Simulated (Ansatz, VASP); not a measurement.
# Two plane-wave programs on Tc

```xyz
4
Lattice="2.7394 0.0000 0.0000 -1.3697 2.3724 0.0000 0.0000 0.0000 8.7697" Properties=species:S:1:pos:R:3 pbc="T T T"
Tc    1.3697    0.7908    6.5773
Tc    0.0000    0.0000    4.3848
Tc    0.0000    1.5816    2.1924
Tc    0.0000    0.0000    0.0000
```

Alike in both runs: task single point; functional PBEsol; k mesh 9 × 9 × 3; occupations fermi-dirac, width 0.05 eV; no spin polarisation.

```csv
,VASP,Ansatz
version,VASP 6.6.1,Ansatz 0.2.0
potentials or method,"VASP PAW PBE potentials, release 64 (Tc_pv)",Ansatz PAW earlier set
plane-wave cutoff (eV),520,500
valence electrons in the cell,52,60
```

VASP gave:

- gap on the k mesh at the Fermi level (eV): none
- pressure (GPa): -5.9
- traceless stress, the component that is largest in VASP (GPa): -1.91

Task: Which values does Ansatz return?

Result: gap on the k mesh at the Fermi level (eV): none; pressure (GPa): -5.3; traceless stress, the component that is largest in VASP (GPa): -1.89.

VASP's potentials were made for PBE, not for PBEsol. A gap of «none» marks a metal or a gap that the smearing closes. The functional is the same, so the differences come from potentials, cutoffs and numerics. VASP's potentials hold 52 valence electrons a cell and Ansatz's 60, so a difference there can come from the potentials and not from the codes.
